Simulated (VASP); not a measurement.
# CoO (R3m) in VASP: further runs, part 2 of 2

VASP 6.6.1. Earlier steps stand in the parts before.

## Step 4: Relaxation of cell and atoms, PBE+U, collinear spin, antiferromagnetic start

This run uses another cell than the first one, of 11.41 Å³/atom, 0.932 times its volume.

Input file INCAR:

```
  PREC = Accurate
  ENCUT = 600
  EDIFF = 1E-6
  ISMEAR = 0
  SIGMA = 0.1
  LREAL = F
  LASPH = T
  NELM = 150
  ALGO = Normal
  ISIF = 3
  LWAVE = F
  LCHARG = F
  ISPIN = 2
  MAGMOM = -2.56 2.56 0 0
  LORBIT = 11
  LMAXMIX = 4
  LDAU = T
  LDAUTYPE = 2
  LDAUL = 2 -1
  LDAUU = 3.32 0
  LDAUJ = 0 0
  LDAUPRINT = 1
  GGA = PE
  IBRION = 2
  NSW = 100
  EDIFFG = -0.05
```

Input file KPOINTS:

```
regular mesh
0
Gamma
  6 6 6
```

Input file POSCAR:

```
CoO
1.0
    1.6022198417      0.9250420569      5.1329417806
   -1.6022198417      0.9250420569      5.1329417806
    0.0000000000     -1.8500841138      5.1329417806
Co O
2 2
Direct
    0.9994877300      0.9994877300      0.9994877300
    0.4994905900      0.4994905900      0.4994905900
    0.3754955300      0.3754955300      0.3754955300
    0.8755255000      0.8755255000      0.8755255000
```

Potentials or basis: VASP PAW PBE potentials, release 64 (Co, O).

Launch:

```bash
> cat potpaw_PBE.64/Co/POTCAR potpaw_PBE.64/O/POTCAR > POTCAR
> mpirun -np 1 vasp_std > vasp.out
```

OUTCAR:

```text
PREC = Accurate
   ENCUT = 600
   EDIFF = 1E-6
   ISMEAR = 0
   LREAL = F
   LASPH = T
   NELM = 150
   ISIF = 3
   ISPIN = 2
   LORBIT = 11
   GGA = PE
   IBRION = 2
   NSW = 100
   EDIFFG = -0.05

 ion  position               nearest neighbor table
   1  0.999  0.999  0.999-   4 1.91   3 1.96   3 1.96   3 1.96
   2  0.499  0.499  0.499-   3 1.91   4 1.96   4 1.96   4 1.96
   3  0.375  0.375  0.375-   2 1.91   1 1.96   1 1.96   1 1.96
   4  0.876  0.876  0.876-   1 1.91   2 1.96   2 1.96   2 1.96

  LATTYP: Found a trigonal (rhomboedric) cell.
 ALAT       =     5.4561802162
 COS(alpha) =     0.8275366594

  Lattice vectors:

 A1 = (   1.6022198417,   0.9250420569,   5.1329417806)
 A2 = (  -1.6022198417,   0.9250420569,   5.1329417806)
 A3 = (   0.0000000000,  -1.8500841138,   5.1329417806)

Analysis of symmetry for initial positions (statically):
=====================================================================
 Subroutine PRICEL returns:
 Original cell was already a primitive cell.

 Routine SETGRP: Setting up the symmetry group for a
 trigonal (rhombohedral) supercell.

[... 327 lines left out ...]
  o =  0.9659  v =  0.5332  0.0000 -0.0000  0.8460  0.0000  0.0000  0.0000  0.0000  0.0000  0.0000      0.0000  0.0000  0.0000  0.0000  0.0000  0.0000  0.0000  0.0000  0.0000  0.0000
  o =  0.9750  v =  0.0000 -0.0000  1.0000  0.0000  0.0000  0.0000  0.0000  0.0000  0.0000  0.0000      0.0000  0.0000  0.0000  0.0000  0.0000  0.0000  0.0000  0.0000  0.0000  0.0000
  o =  0.9843  v =  0.0000  0.5332  0.0000  0.0000 -0.8460  0.0000  0.0000  0.0000  0.0000  0.0000      0.0000  0.0000  0.0000  0.0000  0.0000  0.0000  0.0000  0.0000  0.0000  0.0000
  o =  0.9843  v = -0.8460  0.0000 -0.0000  0.5332  0.0000  0.0000  0.0000  0.0000  0.0000  0.0000      0.0000  0.0000  0.0000  0.0000  0.0000  0.0000  0.0000  0.0000  0.0000  0.0000

--------------------------------------- Ionic step        3  -------------------------------------------

 number of electron      30.0000004 magnetization      -0.0000000

 Free energy of the ion-electron system (eV)
  ---------------------------------------------------
  ext. energy  EPLUGINS =         0.00000000
  ---------------------------------------------------
  free energy    TOTEN  =       -24.45907588 eV

  energy without entropy =      -24.45907588  energy(sigma->0) =      -24.45907588

 E-fermi :   5.1923     XC(G=0): -10.8238

 val. band max:        4.7664376373   @ k =   0.5000   0.5000   0.5000
 cond. band min:       5.8488810251   @ k =   0.0000   0.0000   0.0000
 fundamental gap:      1.0824433879
 Fermi energy:         5.1922946388

 spin component 1

 k-point     1 :       0.0000    0.0000    0.0000
  band No.  band energies     occupation
      1     -13.6137      1.00000
      2     -12.9900      1.00000
      3      -0.9648      1.00000
      4      -0.9648      1.00000
      5      -0.8384      1.00000
      6      -0.3791      1.00000
[... 1082 lines left out ...]
  FREE ENERGIE OF THE ION-ELECTRON SYSTEM (eV)
  ---------------------------------------------------
  free  energy   TOTEN  =       -24.4590758817 eV

  energy  without entropy=      -24.4590758817  energy(sigma->0) =      -24.45907588

 reached required accuracy - stopping structural energy minimisation

 total charge

# of ion       s       p       d       tot
------------------------------------------
    1        0.345   0.419   7.156   7.920
    2        0.345   0.418   7.156   7.919
    3        1.544   3.463   0.000   5.006
    4        1.544   3.462   0.000   5.006
--------------------------------------------------
tot          3.778   7.762  14.312  25.852

 magnetization (x)

# of ion       s       p       d       tot
------------------------------------------
    1       -0.015  -0.043  -2.568  -2.626
    2        0.015   0.043   2.568   2.626
    3       -0.007  -0.075   0.000  -0.082
    4        0.007   0.075   0.000   0.082
--------------------------------------------------
tot         -0.000  -0.000   0.000   0.000
```

OSZICAR:

```text
N       E                     dE             d eps       ncg     rms          rms(c)
DAV:   1     0.277765078400E+03    0.27777E+03   -0.15636E+04  2440   0.204E+03
DAV:   2     0.141844904891E+02   -0.26358E+03   -0.24843E+03  2522   0.406E+02
DAV:   3    -0.253461802295E+02   -0.39531E+02   -0.38111E+02  2847   0.180E+02
DAV:   4    -0.270535819176E+02   -0.17074E+01   -0.16780E+01  2948   0.385E+01
[... 32 lines left out ...]
DAV:   5    -0.244590525546E+02    0.14895E-02   -0.13264E-03  2674   0.449E-01    0.913E-02
DAV:   6    -0.244590643492E+02   -0.11795E-04   -0.10020E-04  3510   0.188E-01    0.306E-02
DAV:   7    -0.244590709190E+02   -0.65698E-05   -0.23630E-05  3335   0.590E-02    0.194E-02
DAV:   8    -0.244590762289E+02   -0.53100E-05   -0.12552E-05  3434   0.446E-02    0.792E-03
DAV:   9    -0.244590758817E+02    0.34729E-06   -0.16369E-06  1486   0.154E-02
   3 F= -.24459076E+02 E0= -.24459076E+02  d E =-.644538E-01  mag=    -0.0000
```

Run time: 5.9 min. Hardware: 1 thread of Intel Xeon Platinum 8488C (Sapphire Rapids), shared host; peak memory 0.43 GiB.

Results:

```
Free energy                                           : -24.4591 eV
Relaxed volume                                        : 12.07 Å³/atom
Relaxed cell                                          : a = 5.571 Å, b = 5.571 Å, c = 5.571 Å, α = 34.03°, β = 34.03°, γ = 34.03°
Space group after relaxing (to 0.05 Å)                : R3m (No. 160)
Energy gained by relaxing                             : 16.1 meV/atom
Ionic steps                                           : 3
Pressure after relaxing                               : 0.1 GPa
Largest force after relaxing                          : 0.029 eV/Å
Band gap on the k mesh                                : 1.08 eV
Net moment                                            : 0.00 μB per cell
Site moments                                          : Co -2.63, +2.63; O -0.08, +0.08 μB
Valence electrons inside the program's atomic spheres : Co 7.92; O 5.01
```

Forces in eV/Å, atoms in the order of the input:
```
Co   0.000  0.000 -0.028
Co   0.000  0.000 -0.027
O    0.000  0.000  0.029
O    0.000  0.000  0.026
```

The path:
| step | energy change (eV) | largest force (eV/Å) | pressure (GPa) | volume (Å³) |
| --- | --- | --- | --- | --- |
| 1 | 0.0000 | 0.1032 | 8.16 | 45.65 |
| 2 | -0.0514 | 0.0726 | -3.08 | 49.59 |
| 3 | -0.0645 | 0.0287 | 0.13 | 48.28 |

Final structure:
```cif
data_structure
_symmetry_space_group_name_H-M 'P 1'
_symmetry_Int_Tables_number 1
_cell_length_a 5.5714
_cell_length_b 5.5714
_cell_length_c 5.5714
_cell_angle_alpha 34.031
_cell_angle_beta 34.031
_cell_angle_gamma 34.031
_cell_volume 48.28
loop_
_atom_site_label
_atom_site_type_symbol
_atom_site_fract_x
_atom_site_fract_y
_atom_site_fract_z
_atom_site_occupancy
Co1 Co 0.99970 0.99970 0.99970 1
Co2 Co 0.49970 0.49970 0.49970 1
O1 O 0.37529 0.37529 0.37529 1
O2 O 0.87530 0.87530 0.87530 1
```

Levels at points of the mesh, in eV from the valence-band top:
Spin up:
| k point | band 12 | band 13 | band 14 | band 15 | band 16 | band 17 | band 18 | band 19 |
| --- | --- | --- | --- | --- | --- | --- | --- | --- |
| (0.00, 0.00, 0.00) | -1.36 | -1.34 | -0.18 | -0.18 | 1.08 | 3.41 | 3.95 | 3.95 |
| (0.50, 0.00, 0.00) | -1.84 | -1.51 | -0.77 | -0.38 | 2.20 | 2.62 | 3.27 | 6.58 |
| (0.50, 0.50, 0.00) | -1.70 | -1.48 | -0.74 | -0.68 | 2.09 | 2.91 | 3.31 | 6.27 |
| (0.50, 0.50, 0.50) | -1.55 | -1.55 | 0.00 | 0.00 | 2.81 | 3.39 | 3.93 | 3.93 |
Spin down:
```csv
k point,band 12,band 13,band 14,band 15,band 16,band 17,band 18,band 19
"(0.00, 0.00, 0.00)",-1.36,-1.34,-0.18,-0.18,1.08,3.41,3.95,3.95
"(0.50, 0.00, 0.00)",-1.84,-1.51,-0.77,-0.38,2.20,2.62,3.27,6.58
"(0.50, 0.50, 0.00)",-1.70,-1.48,-0.74,-0.68,2.09,2.91,3.31,6.27
"(0.50, 0.50, 0.50)",-1.55,-1.55,0.00,0.00,2.81,3.39,3.93,3.93
```

Eigenvalues of the final occupation matrices:
| site | spin | trace | eigenvalues |
| --- | --- | --- | --- |
| site 1 d | 1 | 2.31 | 0.12 0.12 0.15 0.96 0.96 |
| site 1 d | 2 | 4.88 | 0.97 0.97 0.98 0.98 0.98 |
| site 2 d | 1 | 4.88 | 0.97 0.97 0.98 0.98 0.98 |
| site 2 d | 2 | 2.31 | 0.12 0.12 0.15 0.96 0.96 |

Caveat: the relaxation stopped at a loose force limit of 0.05 eV/Å, so its end isn't a converged minimum. A k mesh can miss the band edges.

## Step 5: Summary

```tsv
task	cell	k mesh	cutoff (eV)	smearing	gap on the mesh (eV)	pressure (GPa)	moment (μB)	largest force (eV/Å)
single point	a = 5.608 Å, angles 33.9°, 4 atoms	12 × 12 × 12	520	gaussian 0.02 eV	1.08	-1.6	0.00	0.01
single point	a = 5.608 Å, angles 33.9°, 4 atoms	6 × 6 × 6	520	gaussian 0.1 eV	1.08	-1.5	0.00	-
relaxation of cell and atoms	relaxed from a = 5.456 Å, angles 34.2°, 4 atoms	6 × 6 × 6	600	gaussian 0.1 eV	1.08	0.1	0.00	0.03
```

Alike in all rows: level PBE+U; potentials or basis VASP PAW PBE potentials, release 64 (Co, O); spin collinear, antiferromagnetic start; Co d U = 3.32 eV.

Caveats: the relaxation stopped at a loose force limit of 0.05 eV/Å, so its end isn't a converged minimum (some runs).

Absolute energies hang on the potentials; compare differences alone.
